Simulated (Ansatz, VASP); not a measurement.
Given: the input of a run of VASP 6.6.1 on CoO.

File INCAR:

```
SYSTEM = CoO
ALGO = Normal
EDIFF = 1E-6
EDIFFG = -0.01
ENCUT = 600
GGA = RP
IBRION = 2
ISIF = 3
ISMEAR = -1
ISPIN = 2
LASPH = .TRUE.
LCHARG = .FALSE.
LMAXMIX = 4
LORBIT = 11
LREAL = .FALSE.
LWAVE = .FALSE.
MAGMOM = 2 0
NELM = 150
NSW = 60
PREC = Accurate
SIGMA = 0.05
```

KPOINTS

```
k-points
0
G
  11 11 11
  0 0 0
```

File POSCAR:

```
CoO
1.0
    0.0000000000      2.1315000000      2.1315000000
    2.1315000000      0.0000000000      2.1315000000
    2.1315000000      2.1315000000      0.0000000000
Co O
1 1
Direct
    0.0000000000      0.0000000000      0.0000000000
    0.5000000000      0.5000000000      0.5000000000
```

Potentials or basis: VASP PAW PBE potentials, release 64 (Co, O).

The run is started by

```bash
$ cat potpaw_PBE.64/Co/POTCAR potpaw_PBE.64/O/POTCAR > POTCAR
$ mpirun -np 1 vasp_std > vasp.out
```

Task: Set up the same calculation for Ansatz 0.2.0. Potentials there: Ansatz PAW.

Result: As run (the cutoff follows the program's own potentials):

input.yaml

```yaml
crystal:
  lattice:
    - [0.0, 2.1315, 2.1315]
    - [2.1315, 0.0, 2.1315]
    - [2.1315, 2.1315, 0.0]
  atoms:
    - { symbol: Co, position: [0.0, 0.0, 0.0], spin: 2.0 }
    - { symbol: O, position: [0.5, 0.5, 0.5] }
hamiltonian:
  xc: rpbe
  pseudopotentials: { kind: paw }
magnetization:
  spin_polarized: true
kpoints:
  mp_grid: { grid: [11, 11, 11] }
scf:
  occupations: { method: fermi_dirac, width: 0.05 }
output:
  forces: true
  stress: true
relax:
  f_tol: 0.01
  max_steps: 40
  cell: { stress_tol: 0.05 }
```

Potentials or basis: Ansatz PAW.

Command:

```sh
$ ansatz run input.yaml --threads 2 --pin off --max-ram 5120MiB --backend cpu --events-out ev --progress --plain --runs-dir out
```

Both were run:

|  | VASP | Ansatz | Ansatz less VASP |
| --- | --- | --- | --- |
| net moment per atom (μB) | 1.48 | 1.49 | +0.009 |
| size of the moment on the site where the two differ most (μB) | 2.61 | 2.54 | -0.062 |
| relaxed volume (Å³/atom) | 9.89 | 9.93 | +0.036 |
| relaxed cell length with the largest relative difference (Å) | 3.036 | 3.039 | +0.0037 |

VASP's potentials were made for PBE, not for RPBE. Site moments also hang on the region over which each program counts them. VASP's potentials hold 15 valence electrons a cell and Ansatz's 23, so a difference there can come from the potentials and not from the codes.

Noted on Ansatz's run: the plane-wave basis is chosen anew once the cell has moved, so the energies of steps on either side of that aren't comparable.
